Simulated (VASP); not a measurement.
# NiO (Fm-3m) in VASP: a series of runs

NiO is run at these levels: PBEsol+U; tasks: single point.

Everything below comes from runs of VASP 6.6.1. Logs are shortened: lines on timing, memory, paths and dates and some standing lists are left out, and cuts for length are marked.

### Step 1. The cell of the first run

The structure is cubic, space group Fm-3m (No. 225). Conventional cell: a = 4.183 Å, b = 4.183 Å, c = 4.183 Å, α = 90.00°, β = 90.00°, γ = 90.00°. Ni (site symmetry m-3m) has 6 O at 2.09 Å within 2.8 Å. Within 2.8 Å of O (site symmetry m-3m) lie 6 Ni at 2.09 Å.

### Step 2. Single point, PBEsol+U, collinear spin, antiferromagnetic start

Input file INCAR:

```
PREC     = Accurate       # precision mode
ENCUT    = 520            # plane-wave cutoff, eV
EDIFF    = 1E-6           # SCF threshold, eV
ISMEAR   = 0              # smearing method
SIGMA    = 0.05           # smearing width, eV
LREAL    = F              # projectors in reciprocal space
LASPH    = T              # aspherical terms in the spheres
NELM     = 150            # most SCF steps
ALGO     = Normal         # electronic algorithm
ISIF     = 2              # what is computed and relaxed
LWAVE    = F              # write WAVECAR
LCHARG   = T              # write CHGCAR
ISPIN    = 2              # spin polarisation
MAGMOM   = 2 -2 0 0       # initial moments
LORBIT   = 11             # projections on sites
LMAXMIX  = 4              # l up to which the mixer works
LDAU     = T              # DFT+U
LDAUTYPE = 2            
LDAUL    = 2 -1           # shell
LDAUU    = 4 0            # U, eV
LDAUJ    = 0 0          
LDAUPRINT= 1            
GGA      = PS             # functional
LELF     = T              # ELF
LVHAR    = T            
NBANDS   = 28             # bands
```

Input file KPOINTS:

```
Automatic mesh
0
Gamma
  8 8 8
```

Input file POSCAR:

```
NiO
1.0
    0.0000000000      2.0913095100      2.0913095100
    2.0913095100      0.0000000000      2.0913095100
    4.1826190200      4.1826190200      0.0000000000
Ni O
2 2
Direct
    0.0000000000      0.0000000000      0.0000000000
    0.0000000000      0.0000000000      0.5000000000
    0.5000000000      0.5000000000      0.2500000000
    0.5000000000      0.5000000000      0.7500000000
```

Potentials or basis: VASP PAW PBE potentials, release 64 (Ni, O).

Launch:

```bash
$ cat potpaw_PBE.64/Ni/POTCAR potpaw_PBE.64/O/POTCAR > POTCAR
$ mpirun -np 1 vasp_std > vasp.out
```

OUTCAR:

```text
PREC = Accurate
   ENCUT = 520
   EDIFF = 1E-6
   ISMEAR = 0
   LREAL = F
   LASPH = T
   NELM = 150
   ISIF = 2
   ISPIN = 2
   LORBIT = 11
   GGA = PS

 ion  position               nearest neighbor table
   1  0.000  0.000  0.000-   4 2.09   3 2.09   4 2.09   3 2.09   4 2.09   3 2.09   2 2.96   2 2.96
                             2 2.96   2 2.96   2 2.96   2 2.96
   2  0.000  0.000  0.500-   3 2.09   3 2.09   4 2.09   3 2.09   4 2.09   4 2.09   1 2.96   1 2.96
                             1 2.96   1 2.96   1 2.96   1 2.96
   3  0.500  0.500  0.250-   1 2.09   1 2.09   2 2.09   1 2.09   2 2.09   2 2.09
   4  0.500  0.500  0.750-   2 2.09   1 2.09   2 2.09   1 2.09   2 2.09   1 2.09

  LATTYP: Found a trigonal (rhomboedric) cell.
 ALAT       =     5.1226411937
 COS(alpha) =     0.8333333333

  Lattice vectors:

 A1 = (   4.1826190200,   2.0913095100,  -2.0913095100)
 A2 = (   2.0913095100,   2.0913095100,  -4.1826190200)
 A3 = (   2.0913095100,   4.1826190200,  -2.0913095100)

Analysis of symmetry for initial positions (statically):
=====================================================================
 Subroutine PRICEL returns following result:

  LATTYP: Found a face centered cubic cell.
 ALAT       =     4.1826190200
[... 12 lines left out ...]
 Subroutine GETGRP returns: Found 12 space group operations
 (whereof 12 operations were pure point group operations)
 out of a pool of 12 trial point group operations.

The static configuration has the point symmetry D_3d.

Analysis of symmetry for dynamics (positions and initial velocities):
=====================================================================
 Subroutine PRICEL returns following result:

  LATTYP: Found a face centered cubic cell.
 ALAT       =     4.1826190200
[... 12 lines left out ...]
 Subroutine GETGRP returns: Found 12 space group operations
 (whereof 12 operations were pure point group operations)
 out of a pool of 12 trial point group operations.

The dynamic configuration has the point symmetry D_3d.

Analysis of structural, dynamic, and magnetic symmetry:
=====================================================================
 Subroutine PRICEL returns following result:

  LATTYP: Found a face centered cubic cell.
 ALAT       =     4.1826190200
[... 12 lines left out ...]
 Subroutine GETGRP returns: Found 12 space group operations
 (whereof 12 operations were pure point group operations)
 out of a pool of 12 trial point group operations.

The overall configuration has the point symmetry D_3d.

 Subroutine INISYM returns: Found 12 space group operations
 (whereof 12 operations are pure point group operations),
 and found     2 'primitive' translations

----------------------------------------------------------------------------------------

                                     Primitive cell

  volume of cell :      18.2930

  direct lattice vectors                    reciprocal lattice vectors
     0.000000000  2.091309510  2.091309510    -0.239084649  0.239084649  0.239084649
     2.091309510  0.000000000  2.091309510     0.239084649 -0.239084649  0.239084649
     2.091309510  2.091309510  0.000000000     0.239084649  0.239084649 -0.239084649

[... 140 lines left out ...]
spin component  2

  0.9728 -0.0000  0.0007 -0.0000 -0.0000
 -0.0000  0.9728  0.0003  0.0000 -0.0006
  0.0007  0.0003  0.2021  0.0003  0.0000
 -0.0000  0.0000  0.0003  0.9728  0.0006
 -0.0000 -0.0006  0.0000  0.0006  0.2021

 occupancies and eigenvectors

  o =  0.2021  v =  0.0000  0.0000  0.0000  0.0000  0.0000  0.0009  0.0005 -0.9999  0.0004  0.0158      0.0000  0.0000  0.0000  0.0000  0.0000  0.0000  0.0000  0.0000  0.0000  0.0000
  o =  0.2021  v =  0.0000  0.0000  0.0000  0.0000  0.0000 -0.0000  0.0008  0.0158 -0.0008  0.9999      0.0000  0.0000  0.0000  0.0000  0.0000  0.0000  0.0000  0.0000  0.0000  0.0000
  o =  0.9727  v =  0.0000  0.0000  0.0000  0.0000  0.0000  0.2468 -0.5506  0.0003  0.7974  0.0010      0.0000  0.0000  0.0000  0.0000  0.0000  0.0000  0.0000  0.0000  0.0000  0.0000
  o =  0.9727  v =  0.0000  0.0000  0.0000  0.0000  0.0000  0.7783  0.6029  0.0010  0.1754 -0.0003      0.0000  0.0000  0.0000  0.0000  0.0000  0.0000  0.0000  0.0000  0.0000  0.0000
  o =  0.9728  v =  0.0000  0.0000  0.0000  0.0000  0.0000 -0.5774  0.5774 -0.0000  0.5774 -0.0000      0.0000  0.0000  0.0000  0.0000  0.0000  0.0000  0.0000  0.0000  0.0000  0.0000
  o =  0.9760  v = -0.0221  0.6958 -0.0000 -0.7179 -0.0017  0.0000  0.0000  0.0000  0.0000  0.0000      0.0000  0.0000  0.0000  0.0000  0.0000  0.0000  0.0000  0.0000  0.0000  0.0000
  o =  0.9760  v =  0.8162  0.4272  0.0017  0.3890 -0.0000  0.0000  0.0000  0.0000  0.0000  0.0000      0.0000  0.0000  0.0000  0.0000  0.0000  0.0000  0.0000  0.0000  0.0000  0.0000
  o =  0.9760  v =  0.5774 -0.5774  0.0000 -0.5774  0.0000  0.0000  0.0000  0.0000  0.0000  0.0000      0.0000  0.0000  0.0000  0.0000  0.0000  0.0000  0.0000  0.0000  0.0000  0.0000
  o =  1.0149  v =  0.0000  0.0012  0.0000 -0.0012  1.0000  0.0000  0.0000  0.0000  0.0000  0.0000      0.0000  0.0000  0.0000  0.0000  0.0000  0.0000  0.0000  0.0000  0.0000  0.0000
  o =  1.0149  v = -0.0014 -0.0007  1.0000 -0.0007 -0.0000  0.0000  0.0000  0.0000  0.0000  0.0000      0.0000  0.0000  0.0000  0.0000  0.0000  0.0000  0.0000  0.0000  0.0000  0.0000

atom =   2  type =  1  l = 2

 onsite density matrix

spin component  1

  0.9728 -0.0000  0.0007 -0.0000  0.0000
 -0.0000  0.9728  0.0003  0.0000 -0.0006
  0.0007  0.0003  0.2021  0.0003  0.0000
 -0.0000  0.0000  0.0003  0.9728  0.0006
  0.0000 -0.0006  0.0000  0.0006  0.2021

spin component  2

  0.9760 -0.0000 -0.0001 -0.0000  0.0000
 -0.0000  0.9760 -0.0000  0.0000  0.0000
 -0.0001 -0.0000  1.0149 -0.0000  0.0000
 -0.0000  0.0000 -0.0000  0.9760 -0.0000
  0.0000  0.0000  0.0000 -0.0000  1.0149

 occupancies and eigenvectors

  o =  0.2021  v = -0.0009 -0.0005  0.9984 -0.0004 -0.0557  0.0000  0.0000  0.0000  0.0000  0.0000      0.0000  0.0000  0.0000  0.0000  0.0000  0.0000  0.0000  0.0000  0.0000  0.0000
  o =  0.2021  v = -0.0000  0.0007  0.0557 -0.0008  0.9984  0.0000  0.0000  0.0000  0.0000  0.0000      0.0000  0.0000  0.0000  0.0000  0.0000  0.0000  0.0000  0.0000  0.0000  0.0000
  o =  0.9727  v =  0.0815 -0.6628  0.0001  0.7443  0.0011  0.0000  0.0000  0.0000  0.0000  0.0000      0.0000  0.0000  0.0000  0.0000  0.0000  0.0000  0.0000  0.0000  0.0000  0.0000
  o =  0.9727  v = -0.8124 -0.4768 -0.0011 -0.3356  0.0001  0.0000  0.0000  0.0000  0.0000  0.0000      0.0000  0.0000  0.0000  0.0000  0.0000  0.0000  0.0000  0.0000  0.0000  0.0000
  o =  0.9728  v = -0.5774  0.5774 -0.0000  0.5774 -0.0000  0.0000  0.0000  0.0000  0.0000  0.0000      0.0000  0.0000  0.0000  0.0000  0.0000  0.0000  0.0000  0.0000  0.0000  0.0000
  o =  0.9760  v =  0.0000  0.0000  0.0000  0.0000  0.0000  0.0000 -0.7071 -0.0000  0.7071  0.0017      0.0000  0.0000  0.0000  0.0000  0.0000  0.0000  0.0000  0.0000  0.0000  0.0000
  o =  0.9760  v =  0.0000  0.0000  0.0000  0.0000  0.0000  0.8165  0.4082  0.0017  0.4082 -0.0000      0.0000  0.0000  0.0000  0.0000  0.0000  0.0000  0.0000  0.0000  0.0000  0.0000
  o =  0.9760  v =  0.0000  0.0000  0.0000  0.0000  0.0000 -0.5774  0.5774 -0.0000  0.5774 -0.0000      0.0000  0.0000  0.0000  0.0000  0.0000  0.0000  0.0000  0.0000  0.0000  0.0000
  o =  1.0149  v =  0.0000  0.0000  0.0000  0.0000  0.0000  0.0000  0.0012  0.0000 -0.0012  1.0000      0.0000  0.0000  0.0000  0.0000  0.0000  0.0000  0.0000  0.0000  0.0000  0.0000
  o =  1.0149  v =  0.0000  0.0000  0.0000  0.0000  0.0000  0.0014  0.0007 -1.0000  0.0007  0.0000      0.0000  0.0000  0.0000  0.0000  0.0000  0.0000  0.0000  0.0000  0.0000  0.0000

 number of electron      32.0000011 magnetization      -0.0000000

 Free energy of the ion-electron system (eV)
  ---------------------------------------------------
  ext. energy  EPLUGINS =         0.00000000
  ---------------------------------------------------
  free energy    TOTEN  =       -22.94235255 eV

  energy without entropy =      -22.94235255  energy(sigma->0) =      -22.94235255

 E-fermi :   6.6085     XC(G=0): -12.8909

 val. band max:        6.3045205596   @ k =   0.0000   0.0000   0.5000
 cond. band min:       8.8727166134   @ k =   0.2500   0.2500   0.0000
 fundamental gap:      2.5681960537
 Fermi energy:         6.6085190352

 spin component 1

 k-point     1 :       0.0000    0.0000    0.0000
  band No.  band energies     occupation
      1     -12.2307      1.00000
      2     -10.7802      1.00000
      3      -0.6523      1.00000
      4       1.0370      1.00000
      5       1.0370      1.00000
      6       3.1658      1.00000
[... 1481 lines left out ...]
     27      24.3686      0.00000
     28      28.6337      0.00000

 [... further k-points ...]

------------------------ aborting loop because EDIFF is reached ----------------------------------------

  FORCE on cell =-STRESS in cart. coord.  units (eV):
  Direction    XX          YY          ZZ          XY          YZ          ZX
  --------------------------------------------------------------------------------------
  -------------------------------------------------------------------------------------
  Total       -2.0940310     -2.0940310     -2.0940310     -0.0273825      0.0273825      0.0273825
  in kB      -91.7019888    -91.7019888    -91.7019888     -1.1991356      1.1991356      1.1991356
  external PRESSURE =     -91.7019888 kB  Pullay stress =       0.0000000 kB

 VOLUME and BASIS-vectors are now :
 -----------------------------------------------------------------------------
  energy-cutoff  :      520.00
  volume of cell :       36.59
      direct lattice vectors                 reciprocal lattice vectors
     0.000000000  2.091309510  2.091309510    -0.239084649  0.239084649  0.239084649
     2.091309510  0.000000000  2.091309510     0.239084649 -0.239084649  0.239084649
     4.182619020  4.182619020  0.000000000     0.119542324  0.119542324 -0.119542324

 POSITION                                       TOTAL-FORCE (eV/Angst)
 -----------------------------------------------------------------------------------
      0.00000      0.00000      0.00000        -0.000000     -0.000000      0.000000
      2.09131      2.09131      0.00000         0.000000     -0.000000     -0.000000
      2.09131      2.09131      2.09131         0.000000      0.000000      0.000000
      4.18262      4.18262      2.09131        -0.000000     -0.000000     -0.000000
 -----------------------------------------------------------------------------------
    total drift:                                0.000000     -0.000000     -0.000000

  FREE ENERGIE OF THE ION-ELECTRON SYSTEM (eV)
  ---------------------------------------------------
  free  energy   TOTEN  =       -22.9423525521 eV

  energy  without entropy=      -22.9423525521  energy(sigma->0) =      -22.94235255

 total charge

# of ion       s       p       d       tot
------------------------------------------
    1        0.340   0.417   8.253   9.011
    2        0.340   0.417   8.253   9.011
    3        1.548   3.426   0.000   4.974
    4        1.548   3.426   0.000   4.974
--------------------------------------------------
tot          3.776   7.687  16.507  27.970

 magnetization (x)

# of ion       s       p       d       tot
------------------------------------------
    1       -0.006  -0.010   1.635   1.620
    2        0.006   0.010  -1.635  -1.620
    3        0.000   0.000   0.000   0.000
    4        0.000   0.000   0.000   0.000
--------------------------------------------------
tot          0.000   0.000   0.000   0.000
```

Run time: 2.7 min. Hardware: 1 thread of AMD EPYC 9R14 (Zen 4), shared host; peak memory 0.22 GiB.

What came out:

```
Free energy                                           : -22.9424 eV
Pressure                                              : -9.2 GPa
Band gap on the k mesh                                : 2.57 eV
Net moment                                            : 0.00 μB per cell
Site moments                                          : Ni +1.62, -1.62; O +0.00 μB
Valence electrons inside the program's atomic spheres : Ni 9.01; O 4.97
```

Levels at points of the mesh, in eV from the valence-band top:
Spin up:
```tsv
k point	band 13	band 14	band 15	band 16	band 17	band 18	band 19	band 20
(0.00, 0.00, 0.00)	-1.18	-1.17	-0.83	-0.83	3.03	3.40	3.40	6.93
(0.50, 0.00, 0.00)	-1.65	-1.07	-0.68	-0.51	3.53	3.67	6.93	7.56
(0.00, 0.00, 0.50)	-1.42	-1.32	0.00	0.00	3.14	3.14	5.72	5.84
(0.50, 0.00, 0.50)	-1.21	-1.02	-0.98	-0.51	3.17	3.20	8.81	9.04
```
Spin down:
```
           k point  band 14  band 15  band 16  band 17  band 18  band 19
(0.00, 0.00, 0.00)    -1.17    -0.83    -0.83     3.03     3.40     3.40
(0.50, 0.00, 0.00)    -1.07    -0.68    -0.51     3.53     3.67     6.93
(0.00, 0.00, 0.50)    -1.32     0.00     0.00     3.14     3.14     5.72
(0.50, 0.00, 0.50)    -1.02    -0.98    -0.51     3.17     3.20     8.81
```

Eigenvalues of the final occupation matrices:
```tsv
site	spin	trace	eigenvalues
site 1 d	1	4.96	0.98 0.98 0.98 1.01 1.01
site 1 d	2	3.32	0.20 0.20 0.97 0.97 0.97
site 2 d	1	3.32	0.20 0.20 0.97 0.97 0.97
site 2 d	2	4.96	0.98 0.98 0.98 1.01 1.01
```

Caveat: the cell stands under tension; the PAW data sets were made with another functional, which shifts forces and pressure a little. The state reached can hang on the start; a lower one may exist.

### Step 3. Single point, PBEsol+U, collinear spin, antiferromagnetic start

Input file INCAR:

```
SYSTEM = NiO
  PREC = Accurate
  ENCUT = 520
  EDIFF = 1E-6
  ISMEAR = 0
  SIGMA = 0.05
  LREAL = .False.
  LASPH = .True.
  NELM = 150
  ALGO = Normal
  ISIF = 2
  LWAVE = .False.
  LCHARG = .False.
  ISPIN = 2
  MAGMOM = 1.74 -1.74 0 0
  LORBIT = 11
  LMAXMIX = 4
  LDAU = .True.
  LDAUTYPE = 2
  LDAUL = 2 -1
  LDAUU = 4 0
  LDAUJ = 0 0
  LDAUPRINT = 1
  GGA = PS
  NBANDS = 28
```

Input file KPOINTS:

```
Automatic mesh
0
Gamma
  8 8 8
  0 0 0
```

POSCAR is that of step 2.

Potentials or basis: VASP PAW PBE potentials, release 64 (Ni, O).

Launch:

```bash
$ cat potpaw_PBE.64/Ni/POTCAR potpaw_PBE.64/O/POTCAR > POTCAR
$ mpirun -np 1 vasp_std > vasp.out
```

OUTCAR:

```text
SYSTEM = NiO
   PREC = Accurate
   ENCUT = 520
   EDIFF = 1E-6
   ISMEAR = 0
   LREAL = .False.
   LASPH = .True.
   NELM = 150
   ISIF = 2
   ISPIN = 2
   LORBIT = 11
   GGA = PS

 ion  position               nearest neighbor table
   1  0.000  0.000  0.000-   4 2.09   3 2.09   4 2.09   3 2.09   4 2.09   3 2.09   2 2.96   2 2.96
                             2 2.96   2 2.96   2 2.96   2 2.96
   2  0.000  0.000  0.500-   3 2.09   3 2.09   4 2.09   3 2.09   4 2.09   4 2.09   1 2.96   1 2.96
                             1 2.96   1 2.96   1 2.96   1 2.96
   3  0.500  0.500  0.250-   1 2.09   1 2.09   2 2.09   1 2.09   2 2.09   2 2.09
   4  0.500  0.500  0.750-   2 2.09   1 2.09   2 2.09   1 2.09   2 2.09   1 2.09

  LATTYP: Found a trigonal (rhomboedric) cell.
 ALAT       =     5.1226411937
 COS(alpha) =     0.8333333333

  Lattice vectors:

 A1 = (   4.1826190200,   2.0913095100,  -2.0913095100)
[... 1816 lines left out ...]
 POSITION                                       TOTAL-FORCE (eV/Angst)
 -----------------------------------------------------------------------------------
      0.00000      0.00000      0.00000         0.000000      0.000000     -0.000000
      2.09131      2.09131      0.00000        -0.000000     -0.000000     -0.000000
      2.09131      2.09131      2.09131         0.000000      0.000000      0.000000
      4.18262      4.18262      2.09131        -0.000000     -0.000000     -0.000000
 -----------------------------------------------------------------------------------
    total drift:                                0.000000     -0.000000     -0.000000

  FREE ENERGIE OF THE ION-ELECTRON SYSTEM (eV)
  ---------------------------------------------------
  free  energy   TOTEN  =       -22.9423525672 eV

  energy  without entropy=      -22.9423525672  energy(sigma->0) =      -22.94235257

 total charge

# of ion       s       p       d       tot
------------------------------------------
    1        0.340   0.417   8.253   9.011
    2        0.340   0.417   8.253   9.011
    3        1.548   3.426   0.000   4.974
    4        1.548   3.426   0.000   4.974
--------------------------------------------------
tot          3.776   7.687  16.507  27.970

 magnetization (x)

# of ion       s       p       d       tot
------------------------------------------
    1       -0.006  -0.010   1.635   1.620
    2        0.006   0.010  -1.635  -1.620
    3        0.000   0.000   0.000   0.000
    4        0.000   0.000   0.000   0.000
--------------------------------------------------
tot          0.000   0.000   0.000   0.000
```

OSZICAR:

```text
N       E                     dE             d eps       ncg     rms          rms(c)
DAV:   1     0.257429147163E+03    0.25743E+03   -0.14598E+04  7592   0.152E+03
DAV:   2     0.335898644269E+01   -0.25407E+03   -0.22743E+03  7464   0.336E+02
DAV:   3    -0.233360369422E+02   -0.26695E+02   -0.25117E+02  8088   0.119E+02
DAV:   4    -0.238615265441E+02   -0.52549E+00   -0.52345E+00  7768   0.168E+01
DAV:   5    -0.238715761069E+02   -0.10050E-01   -0.10048E-01  8760   0.229E+00    0.209E+01
DAV:   6    -0.223075771776E+02    0.15640E+01   -0.14658E+01  9720   0.859E+01    0.221E+01
DAV:   7    -0.227284502025E+02   -0.42087E+00   -0.33904E+00  9016   0.410E+01    0.106E+01
DAV:   8    -0.228917131451E+02   -0.16326E+00   -0.64054E-01  9992   0.968E+00    0.756E+00
DAV:   9    -0.229383262492E+02   -0.46613E-01   -0.53405E-02  8816   0.805E+00    0.104E+00
DAV:  10    -0.229414733867E+02   -0.31471E-02   -0.22804E-02 10764   0.261E+00    0.335E-01
DAV:  11    -0.229421598960E+02   -0.68651E-03   -0.71971E-03  7716   0.105E+00    0.111E-01
DAV:  12    -0.229422875646E+02   -0.12767E-03   -0.23387E-04  8896   0.180E-01    0.581E-02
DAV:  13    -0.229423478700E+02   -0.60305E-04   -0.63057E-05  9796   0.129E-01    0.208E-02
DAV:  14    -0.229423523429E+02   -0.44729E-05   -0.24945E-05  7872   0.422E-02    0.674E-03
DAV:  15    -0.229423525672E+02   -0.22437E-06   -0.50889E-07  4060   0.121E-02
   1 F= -.22942353E+02 E0= -.22942353E+02  d E =-.130338E-19  mag=    -0.0000
```

It took 2.6 min on 1 thread of AMD EPYC 9R14 (Zen 4), shared host; peak memory 0.22 GiB.

What came out:

```yaml
Free_energy: -22.9424 eV
Pressure: -9.2 GPa
Band_gap_on_the_k_mesh: 2.57 eV
Net_moment: 0.00 μB per cell
Site_moments: Ni +1.62, -1.62; O +0.00 μB
Valence_electrons_inside_the_program's_atomic_spheres: Ni 9.01; O 4.97
```

Eigenvalues of the final occupation matrices:
| site | spin | trace | eigenvalues |
| --- | --- | --- | --- |
| site 1 d | 1 | 4.96 | 0.98 0.98 0.98 1.01 1.01 |
| site 1 d | 2 | 3.32 | 0.20 0.20 0.97 0.97 0.97 |
| site 2 d | 1 | 3.32 | 0.20 0.20 0.97 0.97 0.97 |
| site 2 d | 2 | 4.96 | 0.98 0.98 0.98 1.01 1.01 |

Caveat: the cell stands under tension; the PAW data sets were made with another functional, which shifts forces and pressure a little. A k mesh can miss the band edges.

[end of part 1 of 2]
